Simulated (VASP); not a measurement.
# InSe: single point with PBE+D3(BJ)

InSe, a slab with vacuum:

```
CELL_PARAMETERS angstrom
4.03655 0.00000 0.00000
-2.01828 3.49576 0.00000
0.00000 0.00000 36.71996
ATOMIC_POSITIONS crystal
Se 0.00000 0.00000 0.42702
Se 0.00000 0.00000 0.57298
In 0.66667 0.33333 0.46194
In 0.66667 0.33333 0.53800
```

This cell differs from its parent crystal: a layer taken out of the bulk.

```yaml
Program: VASP 6.6.1
Task: single point
Functional: PBE
Dispersion: D3(BJ)
Potentials_or_basis: VASP PAW PBE potentials, release 64 (Se, In_d)
Cutoff: 520 eV
k_mesh: 9 × 9 × 1
Occupations: gaussian, width 0.02 eV
Spin: no spin polarisation
```

```
Largest force              : 0.064 eV/Å
Band gap on the k mesh     : 1.57 eV (least direct gap 1.63 eV)
Dispersion energy per atom : -0.221 eV
```

Forces in eV/Å, atoms in the order of the input:
```
Se   0.000  0.000 -0.064
Se   0.000  0.000  0.051
In   0.000  0.000  0.050
In   0.000  0.000 -0.037
```

Levels at points of the mesh, in eV from the valence-band top:
```
           k point  band 16  band 17  band 18  band 19  band 20  band 21  band 22  band 23
(0.00, 0.00, 0.00)    -0.50    -0.43    -0.43    -0.07     1.57     2.78     5.02     5.02
```

Run time: 6.1 min on 1 thread of Intel(R) Xeon(R) Platinum 8488C (Sapphire Rapids), on a shared host, peak memory 0.62 GiB.

Caveat: the cell differs from its parent crystal (a layer taken out of the bulk); spin-orbit coupling is left out, which moves the levels of the heavy elements.
